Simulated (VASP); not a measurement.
**Sc: relaxation of cell and atoms with PBE**

Sc:

```
Sc
1.0
    -1.56197    1.56197    1.56197
     1.56197   -1.56197    1.56197
     1.56197    1.56197   -1.56197
Sc
1
Direct
  0.00000 0.00000 0.00000
```

This isn't the form of Sc at room conditions, which is hcp.

```
Program                : VASP 6.6.1
Task                   : relaxation of cell and atoms
Functional             : PBE
Potentials or basis    : VASP PAW PBE potentials, release 64 (Sc_sv)
Cutoff                 : 500 eV
k mesh                 : 17 × 17 × 17
Occupations            : fermi-dirac, width 0.05 eV
Spin                   : no spin polarisation
Target pressure        : 51 GPa
Dipole correction      : no
Further INCAR settings : ALGO = Normal; EDIFF = 1e-07; IBRION = 2; EDIFFG = -0.005; NSW = 60; ISIF = 3
```

```json
{"Relaxed volume": "15.42 Å³/atom", "Relaxed cell": "a = 2.716 Å, b = 2.716 Å, c = 2.716 Å, α = 109.47°, β = 109.47°, γ = 109.47°", "Space group after relaxing (to 0.1 Å)": "Im-3m (No. 229)", "Energy change on relaxing (the run minimises the enthalpy)": "-56.9 meV/atom", "Ionic steps": "3", "Pressure after relaxing": "51.0 GPa", "Band gap on the k mesh": "zero (an odd number of electrons rules out a gap without spin polarisation)"}
```

The path:
```csv
step,energy change (eV),largest force (eV/Å),pressure (GPa),volume (Å³)
1,0.0000,0.0000,53.06,15.24
2,-0.1374,0.0000,48.09,15.68
3,-0.0569,0.0000,50.99,15.42
```

Final structure:
```
Sc
1.0
    -1.56793    1.56793    1.56793
     1.56793   -1.56793    1.56793
     1.56793    1.56793   -1.56793
Sc
1
Direct
  0.00000 0.00000 0.00000
```

Levels at points of the mesh, in eV from the Fermi level:
| k point | band 3 | band 4 | band 5 | band 6 | band 7 | band 8 |
| --- | --- | --- | --- | --- | --- | --- |
| (0.00, 0.00, 0.00) | -26.32 | -26.32 | -5.63 | 2.04 | 2.04 | 2.04 |

Run time: 44 s on 1 thread of Oxide Virtual Turin-like Processor (shared host), peak memory 0.11 GiB.

Caveat: the cell is relaxed towards a set pressure, so the run minimises the enthalpy, not the energy.
